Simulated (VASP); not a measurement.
# Al3Au (I4/mmm) in VASP: a series of runs, part 3 of 3

VASP 6.6.1.

## Step 5: Relaxation of cell and atoms, PBEsol, target pressure 30 GPa, at which the enthalpy is minimised

Contents of INCAR:

```
  PREC = Accurate
  ENCUT = 600
  EDIFF = 1E-6
  ISMEAR = -1
  SIGMA = 0.05
  LREAL = False
  LASPH = True
  NELM = 60
  ALGO = Normal
  ISIF = 3
  LWAVE = False
  LCHARG = False
  GGA = PS
  IBRION = 2
  NSW = 60
  EDIFFG = -0.01
  PSTRESS = 300.0
```

Contents of KPOINTS:

```
Automatic mesh
0
Gamma
  9 9 9
```

Contents of POSCAR:

```
Al3Au
1.0
   -2.0253330000      2.0253330000      4.0566000000
    2.0253330000     -2.0253330000      4.0566000000
    2.0253330000      2.0253330000     -4.0566000000
Au Al
1 3
Direct
    0.0000000000      0.0000000000      0.0000000000
    0.5000000000      0.5000000000      0.0000000000
    0.2500000000      0.7500000000      0.5000000000
    0.7500000000      0.2500000000      0.5000000000
```

Potentials or basis: VASP PAW PBE potentials, release 64 (Au, Al).

Launch:

```
> cat potpaw_PBE.64/Au/POTCAR potpaw_PBE.64/Al/POTCAR > POTCAR
> mpirun -np 1 vasp_std > vasp.out
```

OUTCAR:

```text
PREC = Accurate
   ENCUT = 600
   EDIFF = 1E-6
   ISMEAR = -1
   LREAL = False
   LASPH = True
   NELM = 60
   ISIF = 3
   GGA = PS
   IBRION = 2
   NSW = 60
   EDIFFG = -0.01
   PSTRESS = 300.0

 ion  position               nearest neighbor table
   1  0.000  0.000  0.000-   2 2.86   2 2.86   2 2.86   2 2.86   4 2.87   3 2.87   4 2.87   3 2.87
                             4 2.87   4 2.87   3 2.87   3 2.87
   2  0.500  0.500  0.000-   1 2.86   1 2.86   1 2.86   1 2.86   4 2.87   3 2.87   4 2.87   4 2.87
                             3 2.87   3 2.87   4 2.87   3 2.87
   3  0.250  0.750  0.500-   4 2.86   4 2.86   4 2.86   4 2.86   2 2.87   1 2.87   2 2.87   2 2.87
                             1 2.87   1 2.87   2 2.87   1 2.87
   4  0.750  0.250  0.500-   3 2.86   3 2.86   3 2.86   3 2.86   2 2.87   1 2.87   2 2.87   1 2.87
                             2 2.87   2 2.87   1 2.87   1 2.87

  LATTYP: Found a body centered tetragonal cell.
 ALAT       =     4.0506660000
 C/A-ratio  =     2.0029298886

  Lattice vectors:

 A1 = (  -2.0253330000,   2.0253330000,   4.0566000000)
 A2 = (   2.0253330000,  -2.0253330000,   4.0566000000)
 A3 = (   2.0253330000,   2.0253330000,  -4.0566000000)

Analysis of symmetry for initial positions (statically):
=====================================================================
 Subroutine PRICEL returns:
 Original cell was already a primitive cell.

 Routine SETGRP: Setting up the symmetry group for a
 body centered tetragonal supercell.

 Subroutine GETGRP returns: Found 16 space group operations
 (whereof 16 operations were pure point group operations)
 out of a pool of 16 trial point group operations.

The static configuration has the point symmetry D_4h.

Analysis of symmetry for dynamics (positions and initial velocities):
=====================================================================
 Subroutine PRICEL returns:
 Original cell was already a primitive cell.

 Routine SETGRP: Setting up the symmetry group for a
 body centered tetragonal supercell.

 Subroutine GETGRP returns: Found 16 space group operations
 (whereof 16 operations were pure point group operations)
 out of a pool of 16 trial point group operations.

The dynamic configuration has the point symmetry D_4h.

 Subroutine INISYM returns: Found 16 space group operations
 (whereof 16 operations are pure point group operations),
[... 115 lines left out ...]
   ISMEAR =    -1;   SIGMA  =   0.05  broadening in eV -4-tet -1-fermi 0-gaus
   EFERMI_NEDOS =   21; number of points for ismear=-14 and -15
   IALGO  =     38    algorithm
   IMIX   =      4    mixing-type and parameters
     AMIX     =   0.40;   BMIX     =  1.00
     AMIX_MAG =   1.60;   BMIX_MAG =  1.00
  volume/ion in A,a.u.               =      16.64       112.29
  Fermi-wavevector in a.u.,A,eV,Ry     =   1.096511  2.072106 16.358791  1.202337
  Thomas-Fermi vector in A             =   2.232855
   LORBIT       =      0    0 simple, 1 ext, 2 COOP (PROOUT), +10 PAW based schemes
   GGA     = PS    functional components
   LHFCALC =     F    Hartree Fock is set to
   AEXX    =    0.0000 exact exchange contribution
   IVDW    =     0    specifies the selected vdW correction
   LEPSILON=     F    determine dielectric tensor
   LRPA    =     F    only Hartree local field effects (RPA)
 conjugate gradient relaxation of ions
 non-spin polarized calculation
  energy-cutoff  :      600.00
  volume of cell :       66.56
 maximum number of plane-waves:      2244
   NGX = 19   NGY = 19   NGZ = 19

--------------------------------------- Ionic step        1  -------------------------------------------

 number of electron      19.9999999 magnetization

 Free energy of the ion-electron system (eV)
  ---------------------------------------------------
  ext. energy  EPLUGINS =         0.00000000
  ---------------------------------------------------
  free energy    TOTEN  =       -16.73946518 eV

  energy without entropy =      -16.72796717  energy(sigma->0) =      -16.73371617

 E-fermi :   8.7028     XC(G=0): -10.9281

 val. band max:        8.6923663236   @ k =  -0.4444   0.1111   0.0000
 cond. band min:       8.7236339265   @ k =  -0.1111  -0.1111   0.1111
 fundamental gap:      0.0312676029
 Fermi energy:         8.7028290332

 k-point     1 :       0.0000    0.0000    0.0000
  band No.  band energies     occupation
      1      -2.5269      2.00000
      2       2.6369      2.00000
      3       2.6989      2.00000
      4       2.9081      2.00000
      5       2.9081      2.00000
      6       3.4093      2.00000
      7       6.0911      2.00000
      8       8.7331      0.70602
      9       8.7331      0.70602
     10       9.0555      0.00173
     11       9.4335      0.00000
     12       9.5339      0.00000
     13       9.5339      0.00000
     14       9.5551      0.00000
[... 710 lines left out ...]
--------------------------------------- Ionic step        9  -------------------------------------------

 number of electron      20.0000000 magnetization

 Free energy of the ion-electron system (eV)
  ---------------------------------------------------
  ext. energy  EPLUGINS =         0.00000000
  ---------------------------------------------------
  free energy    TOTEN  =       -15.88417765 eV

  energy without entropy =      -15.87722385  energy(sigma->0) =      -15.88070075

 E-fermi :  11.6222     XC(G=0): -11.8769

 val. band max:       11.6081064358   @ k =   0.1111   0.1111   0.1111
 cond. band min:      11.6583973697   @ k =   0.4444  -0.0000   0.0000
 fundamental gap:      0.0502909338
 Fermi energy:        11.6222041209

 k-point     1 :       0.0000    0.0000    0.0000
  band No.  band energies     occupation
      1      -1.4902      2.00000
      2       4.0613      2.00000
      3       4.2486      2.00000
      4       4.5082      2.00000
      5       4.5082      2.00000
      6       5.1719      2.00000
      7       8.3646      2.00000
      8      11.2822      1.99777
      9      11.2822      1.99777
     10      11.9361      0.00375
     11      12.4146      0.00000
     12      12.6995      0.00000
     13      12.6995      0.00000
     14      13.2703      0.00000
[... 426 lines left out ...]
  energy  without entropy=      -15.8772238461  energy(sigma->0) =      -15.88070075

  enthalpy is  TOTEN    =        -5.8294044656 eV   P V=       10.0547731795

 reached required accuracy - stopping structural energy minimisation
```

OSZICAR:

```text
N       E                     dE             d eps       ncg     rms          rms(c)
DAV:   1     0.675210822514E+02    0.67521E+02   -0.92902E+03  2100   0.138E+03
DAV:   2    -0.156119720777E+02   -0.83133E+02   -0.78936E+02  2476   0.205E+02
DAV:   3    -0.181915457372E+02   -0.25796E+01   -0.25195E+01  2752   0.338E+01
DAV:   4    -0.182104811665E+02   -0.18935E-01   -0.18932E-01  2406   0.332E+00
[... 76 lines left out ...]
       N       E                     dE             d eps       ncg     rms          rms(c)
DAV:   1    -0.158841973211E+02    0.45794E-03   -0.11707E-03  2568   0.271E-01    0.214E-02
DAV:   2    -0.158841821611E+02    0.15160E-04   -0.21658E-05  2430   0.392E-02    0.111E-02
DAV:   3    -0.158841777869E+02    0.43742E-05   -0.89033E-06  2550   0.233E-02    0.343E-03
DAV:   4    -0.158841776451E+02    0.14181E-06   -0.56790E-07  1128   0.608E-03
   9 F= -.58294045E+01 E0= -.58259276E+01  d E =-.197751E-04
```

CONTCAR:

```text
Al3Au
   1.00000000000000
    -1.8867700655981441    1.8867700655981441    3.7710618866049526
     1.8867700655981441   -1.8867700655981441    3.7710618866049526
     1.8867700655981441    1.8867700655981441   -3.7710618866049526
  Au              Al
     1     3
Direct
     1.0000000000000000    0.0000000000000000    0.0000000000000000
     0.5000000000000000    0.5000000000000000    0.0000000000000000
     0.2500000000000000    0.7500000000000000    0.5000000000000000
     0.7500000000000000    0.2500000000000000    0.5000000000000000

  0.00000000E+00  0.00000000E+00  0.00000000E+00
  0.00000000E+00  0.00000000E+00  0.00000000E+00
  0.00000000E+00  0.00000000E+00  0.00000000E+00
  0.00000000E+00  0.00000000E+00  0.00000000E+00
```

It took 13 min on 1 thread of Intel Xeon 8259CL, shared host; peak memory 0.31 GiB.

What came out:

* Free energy: -15.8842 eV
* Relaxed volume: 13.42 Å³/atom
* Relaxed cell: a = 4.620 Å, b = 4.620 Å, c = 4.620 Å, α = 131.79°, β = 131.79°, γ = 70.56°
* Space group after relaxing (to 0.1 Å): I4/mmm (No. 139)
* Energy change on relaxing (the run minimises the enthalpy): +213.8 meV/atom
* Ionic steps: 9
* Pressure after relaxing: 30.0 GPa
* Band gap on the k mesh: zero (bands 10 and 11 overlap by 3.05 eV)

The path:
```tsv
step	energy change (eV)	largest force (eV/Å)	pressure (GPa)	volume (Å³)
1	0.0000	0.0000	-2.61	66.56
2	8.3866	0.0000	164.86	38.97
3	0.6741	0.0000	25.73	54.74
4	0.8010	0.0000	28.77	54.00
5	0.8541	0.0000	29.97	53.70
6	0.8995	0.0000	30.99	53.47
7	0.7942	0.0000	28.59	54.03
8	0.8548	0.0000	29.98	53.70
9	0.8553	0.0000	30.00	53.70
```

Final structure:
```
Au Al
1.0
    -1.88677    1.88677    3.77106
     1.88677   -1.88677    3.77106
     1.88677    1.88677   -3.77106
Au Al
1 3
Direct
  0.00000 0.00000 0.00000
  0.50000 0.50000 0.00000
  0.25000 0.75000 0.50000
  0.75000 0.25000 0.50000
```

Caveat: the cell is relaxed towards a set pressure, so the run minimises the enthalpy, not the energy; the volume moved by over 15 % at a fixed basis, so the end points are rough; the PAW data sets were made with another functional, which shifts forces and pressure a little; spin-orbit coupling is left out, which moves the levels of the heavy elements.

## Step 6: Overview

| cell | gap on the mesh (eV) | pressure (GPa) |
| --- | --- | --- |
| relaxed to 5 GPa | none | 5.0 |
| relaxed to 10 GPa | none | 10.0 |
| relaxed to 20 GPa | none | 20.0 |
| relaxed to 30 GPa | none | 30.0 |

Alike in all rows: task relaxation of cell and atoms; level PBEsol; potentials or basis VASP PAW PBE potentials, release 64 (Au, Al); no spin polarisation; k mesh 9 × 9 × 9; cutoff (eV) 600; smearing fermi-dirac 0.05 eV.

Caveats: the cell is relaxed towards a set pressure, so the run minimises the enthalpy, not the energy; the PAW data sets were made with another functional, which shifts forces and pressure a little; spin-orbit coupling is left out, which moves the levels of the heavy elements; the volume moved by over 15 % at a fixed basis, so the end points are rough (at least some runs).

Total energies depend on the potentials used, so only differences within one code and one set of settings carry meaning.

The gap in the log of VASP goes by the Fermi energy; the results here count the filled bands.